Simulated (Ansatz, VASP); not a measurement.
**In3As: VASP beside Ansatz**

```xyz
4
Lattice="4.6398 0.0000 0.0000 0.0000 4.6398 0.0000 0.0000 0.0000 4.6398" Properties=species:S:1:pos:R:3 pbc="T T T"
In    0.0000    2.3199    2.3199
In    2.3199    0.0000    2.3199
In    2.3199    2.3199    0.0000
As    0.0000    0.0000    0.0000
```

Alike in both runs: task single point; functional PBE; k mesh 10 × 10 × 10; occupations gaussian, width 0.1 eV; no spin polarisation.

|  | VASP | Ansatz |
| --- | --- | --- |
| version | VASP 6.6.1 | Ansatz 0.2.0 |
| potentials or method | VASP PAW PBE potentials, release 64 (In_d, As), cutoff 520 eV | scalar-relativistic, plane waves, PAW |
| valence electrons in the cell | 44 | 54 |

|  | VASP | Ansatz | Ansatz less VASP |
| --- | --- | --- | --- |
| gap on the k mesh at the Fermi level (eV) | none | none | - |
| pressure (GPa) | 1.2 | 1.2 | +0.01 |

A gap of «none» marks a metal or a gap that the smearing closes. VASP's potentials hold 44 valence electrons a cell and Ansatz's 54, so a difference there can come from the potentials and not from the codes.
